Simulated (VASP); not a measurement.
# Se (P3_121) in VASP: further runs, part 3 of 3

VASP 6.6.1. The steps go on from the part before.

## Step 4: Relaxation of cell and atoms, LDA

Contents of INCAR:

```
ALGO     = Normal         # electronic algorithm
EDIFF    = 1E-6           # SCF threshold, eV
EDIFFG   = -0.002         # ionic threshold
ENCUT    = 600            # plane-wave cutoff, eV
IBRION   = 2              # ionic algorithm
ISIF     = 3              # what is computed and relaxed
ISMEAR   = 0              # smearing method
LASPH    = True           # aspherical terms in the spheres
LCHARG   = False          # write CHGCAR
LREAL    = False          # projectors in reciprocal space
LWAVE    = False          # write WAVECAR
NELM     = 100            # most SCF steps
NSW      = 100            # ionic steps
PREC     = Accurate       # precision mode
SIGMA    = 0.01           # smearing width, eV
```

Contents of KPOINTS:

```
k-points
0
Gamma
  12 12 8
```

Contents of POSCAR:

```
Se
1.0
    3.9481710300      0.0000000000      0.0000000000
   -1.9740855150      3.4192164104      0.0000000000
    0.0000000000      0.0000000000      5.1174879479
Se
3
Direct
    0.2553131594      0.0000000000      0.3333333333
    0.0000000000      0.2553131594      0.6666666667
    0.7446868406      0.7446868406      0.0000000000
```

Potentials or basis: VASP PAW LDA potentials, release 64 (Se).

Run with:

```sh
$ cat potpaw_LDA.64/Se/POTCAR > POTCAR
$ mpirun -np 1 vasp_std > vasp.out
```

OUTCAR:

```text
EDIFF = 1E-6
   EDIFFG = -0.002
   ENCUT = 600
   IBRION = 2
   ISIF = 3
   ISMEAR = 0
   LASPH = True
   LREAL = False
   NELM = 100
   NSW = 100
   PREC = Accurate

 ion  position               nearest neighbor table
   1  0.255  0.000  0.333-   3 2.44   2 2.44
   2  0.000  0.255  0.667-   3 2.44   1 2.44
   3  0.745  0.745  0.000-   2 2.44   1 2.44

  LATTYP: Found a hexagonal cell.
 ALAT       =     3.9481710300
 C/A-ratio  =     1.2961667337

  Lattice vectors:

 A1 = (   3.9481710300,   0.0000000000,   0.0000000000)
 A2 = (  -1.9740855150,   3.4192164104,   0.0000000000)
 A3 = (   0.0000000000,   0.0000000000,   5.1174879479)

Analysis of symmetry for initial positions (statically):
=====================================================================
 Subroutine PRICEL returns:
 Original cell was already a primitive cell.

 Routine SETGRP: Setting up the symmetry group for a
 hexagonal supercell.

 Subroutine GETGRP returns: Found  6 space group operations
 (whereof  2 operations were pure point group operations)
 out of a pool of 24 trial point group operations.

The static configuration has the point symmetry C_2 .
 The point group associated with its full space group is D_3 .

Analysis of symmetry for dynamics (positions and initial velocities):
=====================================================================
 Subroutine PRICEL returns:
 Original cell was already a primitive cell.

 Routine SETGRP: Setting up the symmetry group for a
 hexagonal supercell.

 Subroutine GETGRP returns: Found  6 space group operations
 (whereof  2 operations were pure point group operations)
 out of a pool of 24 trial point group operations.

The dynamic configuration has the point symmetry C_2 .
 The point group associated with its full space group is D_3 .

 Subroutine INISYM returns: Found  6 space group operations
 (whereof  2 operations are pure point group operations),
 and found     1 'primitive' translations

----------------------------------------------------------------------------------------

                                     Primitive cell

  volume of cell :      69.0843

  direct lattice vectors                    reciprocal lattice vectors
     3.948171030  0.000000000  0.000000000     0.253281834  0.146232335  0.000000000
    -1.974085515  3.419216410  0.000000000     0.000000000  0.292464670  0.000000000
     0.000000000  0.000000000  5.117487948     0.000000000  0.000000000  0.195408374

  length of vectors
     3.948171030  3.948171030  5.117487948     0.292464670  0.292464670  0.195408374

  position of ions in fractional coordinates (direct lattice)
     0.255313159  0.000000000  0.333333333
     0.000000000  0.255313159  0.666666667
     0.744686841  0.744686841  0.000000000

  ion indices of the primitive-cell ions
   primitive index   ion index
                 1           1
                 2           2
                 3           3

----------------------------------------------------------------------------------------

 KPOINTS: k-points

Automatic generation of k-mesh.
 Grid dimensions read from file:
 generate k-points for:   12   12    8

 Generating k-lattice:
[... 59 lines left out ...]
   LASPH  =      T    aspherical Exc in radial PAW
   ENCUT  =  600.0 eV  44.10 Ry    6.64 a.u.   7.89  7.89 10.22*2*pi/ulx,y,z
   NELM   =    100;   NELMIN=  2; NELMDL= -5     # of ELM steps
   EDIFF  = 0.1E-05   stopping-criterion for ELM
   LREAL  =      F    real-space projection
   EDIFFG = -.2E-02   stopping-criterion for IOM
   NSW    =    100    number of steps for IOM
   IBRION =      2    ionic relax: 0-MD 1-quasi-New 2-CG
   NFREE  =      1    steps in history (QN), initial steepest desc. (CG)
   ISIF   =      3    stress and relaxation
   ISYM   =      2    0-nonsym 1-usesym 2-fastsym
   POTIM  = 0.5000    time-step for ionic-motion
   TEBEG  =    0.0;   TEEND  =   0.0 temperature during run
   PSTRESS=    0.0 pullay stress
   NELECT =      18.0000    total number of electrons
   NUPDOWN=      -1.0000    fix difference up-down
   EMIN   =  10.00;   EMAX   =-10.00  energy-range for DOS
   EFERMI =   0.00;   METHOD = LEGACY
   ISMEAR =     0;   SIGMA  =   0.01  broadening in eV -4-tet -1-fermi 0-gaus
   EFERMI_NEDOS =   21; number of points for ismear=-14 and -15
   IALGO  =     38    algorithm
   IMIX   =      4    mixing-type and parameters
     AMIX     =   0.40;   BMIX     =  1.00
     AMIX_MAG =   1.60;   BMIX_MAG =  1.00
  volume/ion in A,a.u.               =      23.03       155.40
  Fermi-wavevector in a.u.,A,eV,Ry     =   1.045617  1.975929 14.875446  1.093314
  Thomas-Fermi vector in A             =   2.180420
   LORBIT       =      0    0 simple, 1 ext, 2 COOP (PROOUT), +10 PAW based schemes
   GGA     = CA    functional components
   LHFCALC =     F    Hartree Fock is set to
   AEXX    =    0.0000 exact exchange contribution
   IVDW    =     0    specifies the selected vdW correction
   LEPSILON=     F    determine dielectric tensor
   LRPA    =     F    only Hartree local field effects (RPA)
 conjugate gradient relaxation of ions
 non-spin polarized calculation
 Gauss-broadening in eV      SIGMA  =   0.01
  energy-cutoff  :      600.00
  volume of cell :       69.08
 maximum number of plane-waves:      2340
   NGX = 15   NGY = 15   NGZ = 21

--------------------------------------- Ionic step        1  -------------------------------------------

 number of electron      18.0000001 magnetization

 Free energy of the ion-electron system (eV)
  ---------------------------------------------------
  ext. energy  EPLUGINS =         0.00000000
  ---------------------------------------------------
  free energy    TOTEN  =       -12.47801068 eV

  energy without entropy =      -12.47801068  energy(sigma->0) =      -12.47801068

------------------------ aborting loop because EDIFF is reached ----------------------------------------

  FORCE on cell =-STRESS in cart. coord.  units (eV):
  Direction    XX          YY          ZZ          XY          YZ          ZX
  --------------------------------------------------------------------------------------
  -------------------------------------------------------------------------------------
  Total        0.0758101      0.0758101      0.1604399     -0.0000000      0.0000000     -0.0000000
  in kB        1.7581599      1.7581599      3.7208629     -0.0000000      0.0000000     -0.0000000
  external PRESSURE =       2.4123943 kB  Pullay stress =       0.0000000 kB
[... 61 lines left out ...]
--------------------------------------- Ionic step        3  -------------------------------------------

 number of electron      18.0000001 magnetization

 E-fermi :   4.4798     XC(G=0):  -9.9987

 val. band max:        4.4186487363   @ k =   0.3333   0.3333   0.5000
 cond. band min:       4.6946797445   @ k =   0.3333   0.3333   0.5000
 fundamental gap:      0.2760310083
 Fermi energy:         4.4797762965

 k-point     1 :       0.0000    0.0000    0.0000
  band No.  band energies     occupation
      1     -11.9270      2.00000
      2      -7.7405      2.00000
      3      -7.7405      2.00000
      4       0.6599      2.00000
      5       0.9889      2.00000
      6       0.9889      2.00000
      7       2.4387      2.00000
      8       2.4387      2.00000
      9       3.7110      2.00000
     10       5.7286      0.00000
     11       5.7286      0.00000
     12       6.3990      0.00000
     13      10.5947      0.00000
[... 398 lines left out ...]
  FREE ENERGIE OF THE ION-ELECTRON SYSTEM (eV)
  ---------------------------------------------------
  free  energy   TOTEN  =       -12.4782330929 eV

  energy  without entropy=      -12.4782330929  energy(sigma->0) =      -12.47823309

[... ionic steps 4 to 7 ...]

--------------------------------------- Ionic step        8  -------------------------------------------

 number of electron      18.0000001 magnetization

------------------------ aborting loop because EDIFF is reached ----------------------------------------
[... 69 lines left out ...]
--------------------------------------- Ionic step       10  -------------------------------------------

 number of electron      18.0000001 magnetization

 Free energy of the ion-electron system (eV)
  ---------------------------------------------------
  ext. energy  EPLUGINS =         0.00000000
  ---------------------------------------------------
  free energy    TOTEN  =       -12.47830747 eV

  energy without entropy =      -12.47830747  energy(sigma->0) =      -12.47830747

 E-fermi :   4.5209     XC(G=0): -10.0128

 val. band max:        4.4551580583   @ k =   0.3333   0.3333   0.5000
 cond. band min:       4.7200083278   @ k =   0.3333   0.3333   0.5000
 fundamental gap:      0.2648502695
 Fermi energy:         4.5209386148

 k-point     1 :       0.0000    0.0000    0.0000
  band No.  band energies     occupation
      1     -11.9037      2.00000
      2      -7.7154      2.00000
      3      -7.7154      2.00000
      4       0.6980      2.00000
      5       1.0330      2.00000
      6       1.0330      2.00000
      7       2.4718      2.00000
      8       2.4718      2.00000
      9       3.7321      2.00000
     10       5.7566      0.00000
     11       5.7566      0.00000
     12       6.4324      0.00000
     13      10.6283      0.00000
[... 398 lines left out ...]
  FREE ENERGIE OF THE ION-ELECTRON SYSTEM (eV)
  ---------------------------------------------------
  free  energy   TOTEN  =       -12.4783074687 eV

  energy  without entropy=      -12.4783074687  energy(sigma->0) =      -12.47830747

 reached required accuracy - stopping structural energy minimisation
```

Wall time 4.2 min (1 thread of AMD EPYC 9R45 (Zen 5), shared host); peak memory 0.23 GiB.

Results:

```
Free energy               : -12.4783 eV
Energy gained by relaxing : 0.1 meV/atom
Ionic steps               : 10
Pressure after relaxing   : 0.0 GPa
Band gap on the k mesh    : 0.26 eV
```

Step by step:
```
step  energy change (eV)  largest force (eV/Å)  pressure (GPa)  volume (Å³)
   1              0.0000                0.0380            0.24        69.08
   2             -0.0001                0.0124           -0.25        69.43
   3             -0.0002                0.0095           -0.03        69.28
   4             -0.0002                0.0080           -0.03        69.24
   5             -0.0003                0.0033           -0.01        69.15
   6             -0.0003                0.0059            0.03        68.96
   7             -0.0003                0.0001            0.01        69.08
   8             -0.0003                0.0029           -0.02        69.10
   9             -0.0003                0.0009           -0.02        69.08
  10             -0.0003                0.0006           -0.01        69.08
```

Final structure:
```yaml
crystal:
  lattice:
    - [3.94443, 0.00000, 0.00000]
    - [-1.97222, 3.41598, 0.00000]
    - [0.00000, 0.00000, 5.12690]
  atoms:
    - { symbol: Se, position: [0.25634, 0.00000, 0.33333] }
    - { symbol: Se, position: [0.00000, 0.25634, 0.66667] }
    - { symbol: Se, position: [0.74366, 0.74366, 0.00000] }
```

Levels at points of the mesh, in eV from the valence-band top:
```tsv
k point	band 5	band 6	band 7	band 8	band 9	band 10	band 11	band 12	band 13
(0.00, 0.00, 0.00)	-3.42	-3.42	-1.98	-1.98	-0.72	1.30	1.30	1.98	6.17
(0.50, 0.00, 0.00)	-5.28	-4.13	-4.03	-1.45	-1.01	1.20	1.38	3.88	4.33
(0.00, 0.00, 0.50)	-3.18	-3.18	-1.52	-1.33	-1.33	0.71	0.71	0.72	5.24
(0.50, 0.00, 0.50)	-4.50	-4.42	-2.77	-2.29	-0.20	1.08	2.36	2.99	5.72
```

A k mesh can miss the band edges.

## Step 5: Overview

```csv
task,cell,k mesh,cutoff (eV),smearing,gap on the mesh (eV),pressure (GPa),largest force (eV/Å)
single point,"a = 3.948, b = 3.948, c = 5.117 Å, angles 90.0, 90.0, 120.0°, 3 atoms, atomic positions A",9 × 9 × 6,520,gaussian 0.02 eV,0.28,0.2,0.04
single point,"a = 3.945, b = 3.945, c = 5.121 Å, angles 90.0, 90.0, 120.0°, 3 atoms, atomic positions B",12 × 12 × 8,520,gaussian 0.01 eV,0.27,0.2,0.04
relaxation of cell and atoms,"relaxed from a = 3.948, b = 3.948, c = 5.117 Å, angles 90.0, 90.0, 120.0°, 3 atoms, atomic positions A",12 × 12 × 8,600,gaussian 0.01 eV,0.26,0.0,-
```

Alike in all rows: level LDA; potentials or basis VASP PAW LDA potentials, release 64 (Se); no spin polarisation.

Absolute energies hang on the potentials; compare differences alone.
